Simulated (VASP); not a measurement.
Runs of VASP 6.6.1 on GaAs. The structure is that of space group F-43m (No. 216), or close to it. The cells are those of the table. 

```tsv
cell	gap on the mesh (eV)	pressure (GPa)
a = 4.040, b = 4.040, c = 3.921 Å, angles 61.0, 61.0, 58.1°, 2 atoms	0.37	3.4
a = 4.026, b = 4.026, c = 3.946 Å, angles 60.7, 60.7, 58.7°, 2 atoms	(a)	3.4
a = 3.985, b = 3.985, c = 4.025 Å, angles 59.7, 59.7, 60.7°, 2 atoms	0.44	3.4
a = 4.011, b = 4.011, c = 3.971 Å, angles 60.3, 60.3, 59.3°, 2 atoms	0.48	3.4
```

Alike in all rows: task single point; level PBE; potentials or basis VASP PAW PBE potentials, release 64 (Ga_d, As); no spin polarisation; k mesh 6 × 6 × 6; cutoff (eV) 500; smearing fermi-dirac 0.05 eV.

Task: Estimate the missing entries.

Result: (a) 0.43.

Caveats: the cell stands under pressure.

A k mesh can miss the band edges, and the runs leave out spin-orbit coupling on As, Ga.
